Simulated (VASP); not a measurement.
A run of VASP 6.6.1:

INCAR

```
SYSTEM = GeN
ALGO = Normal ; EDIFF = 1E-6
EDIFFG = -0.04 ; ENCUT = 600
GGA = PE ; IBRION = 2
ISIF = 3 ; ISMEAR = 0
LASPH = .True. ; LCHARG = .False.
LREAL = .False. ; LWAVE = .False.
NELM = 80 ; NSW = 90
PREC = Accurate ; SIGMA = 0.1
```

Contents of KPOINTS:

```
k-points
0
Gamma
  6 6 6
  0 0 0
```

POSCAR

```
GeN
1.0
    1.9312889964     -4.5421056026      0.0000000000
    1.9312889964      4.5421056026      0.0000000000
    0.0000000000      0.0000000000      3.2903442160
Ge N
2 2
Direct
    0.6400000000      0.3600000000      0.2500000000
    0.3600000000      0.6400000000      0.7500000000
    0.9300000000      0.0700000000      0.2500000000
    0.0700000000      0.9300000000      0.7500000000
```

Potentials or basis: VASP PAW PBE potentials, release 64 (Ge_d, N).

Run with:

```console
$ cat potpaw_PBE.64/Ge_d/POTCAR potpaw_PBE.64/N/POTCAR > POTCAR
$ mpirun -np 1 vasp_std > vasp.out
```

Hardware: 1 thread of Intel(R) Xeon(R) 6975P-C (Granite Rapids) (shared host).

Task: Estimate the wall time of this run.

Result: Run time: 13 min on 1 thread of Intel(R) Xeon(R) 6975P-C (Granite Rapids), on a shared host, peak memory 0.26 GiB. Counts: scf iterations 249, k points 52, ion steps 31.
